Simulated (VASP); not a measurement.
Crystal: CdS.

```
Cd S
1.0
     4.40853    0.00000    0.00000
    -2.20426    3.81790    0.00000
     0.00000    0.00000    5.74812
Cd S
2 2
Cartesian
  0.0000 2.5453 1.4370
  2.2043 1.2726 4.3111
  2.2043 1.2726 1.4370
  0.0000 2.5453 4.3111
```

Base run:

- Program: VASP 6.6.1
- Functional: PBE
- Potentials or basis: VASP PAW PBE potentials, release 64 (Cd, S)
- Cutoff: 520 eV
- k mesh: 6 × 6 × 4
- Occupations: gaussian, width 0.01 eV
- Spin: no spin polarisation

Its results: band gap on the k mesh 0.99 eV (least direct gap 1.26 eV); pressure 1.8 GPa.

Question: The run is repeated on the same cell with these changes: functional from PBE to r2SCAN; further incar settings from ALGO = Normal; EDIFF = 1e-07; NBANDS = 26 to ALGO = Normal; EDIFF = 1e-06; NBANDS = 26. What comes out?

Answer: Band gap on the k mesh 1.46 eV (least direct gap 1.73 eV); pressure 0.4 GPa.

Caveats: the PAW data sets were made with another functional, which shifts forces and pressure a little (at least some runs).

A k mesh can miss the band edges.
